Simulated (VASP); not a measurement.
Set up this calculation in VASP 6.6.1, as the native input.

```
Task                   : relaxation of cell and atoms
Functional             : PBEsol
Potentials or basis    : VASP PAW PBE potentials, release 64 (Pt, S)
Cutoff                 : 600 eV
k mesh                 : 12 × 12 × 8
Occupations            : gaussian, width 0.02 eV
Spin                   : no spin polarisation
Dipole correction      : no
Further INCAR settings : ALGO = Normal; EDIFF = 1e-06; IBRION = 2; EDIFFG = -0.005; NSW = 100; ISIF = 3
```

The structure of PtS2 lies in POSCAR:

```
PtS2
1.0
    3.5431995404      0.0000000000      0.0000000000
   -1.7715997703      3.0685008127      0.0000000000
    0.0000000000      0.0000000000      5.0388000919
Pt S
1 2
Direct
    0.0000000000      0.0000000000      0.0000000000
    0.3333333333      0.6666666667      0.2500000000
    0.6666666667      0.3333333333      0.7500000000
```

One way to write it, as run:

INCAR

```
ALGO = Normal ; EDIFF = 1E-6
EDIFFG = -0.005 ; ENCUT = 600
GGA = PS ; IBRION = 2
ISIF = 3 ; ISMEAR = 0
LASPH = True ; LCHARG = False
LREAL = False ; LWAVE = False
NELM = 100 ; NSW = 100
PREC = Accurate ; SIGMA = 0.02
```

KPOINTS

```
k-points
0
Gamma
  12 12 8
```

Potentials or basis: VASP PAW PBE potentials, release 64 (Pt, S).

The run is started by

```bash
$ cat potpaw_PBE.64/Pt/POTCAR potpaw_PBE.64/S/POTCAR > POTCAR
$ mpirun -np 1 vasp_std > vasp.out
```

It gave:

- Relaxed volume: 17.68 Å³/atom
- Relaxed cell: a = 3.566 Å, b = 3.566 Å, c = 4.815 Å, α = 90.00°, β = 90.00°, γ = 120.00°
- Space group after relaxing (to 0.1 Å): P-3m1 (No. 164)
- Energy gained by relaxing: 11.2 meV/atom
- Ionic steps: 16
- Pressure after relaxing: 0.0 GPa
- Band gap on the k mesh: 0.33 eV (least direct gap 0.69 eV)

Caveat: the PAW data sets were made with another functional, which shifts forces and pressure a little; spin-orbit coupling is left out, which moves the levels of the heavy elements.

Wall time 20 min on 1 thread of Intel Xeon 8259CL, on a shared host, peak memory 0.3 GiB.
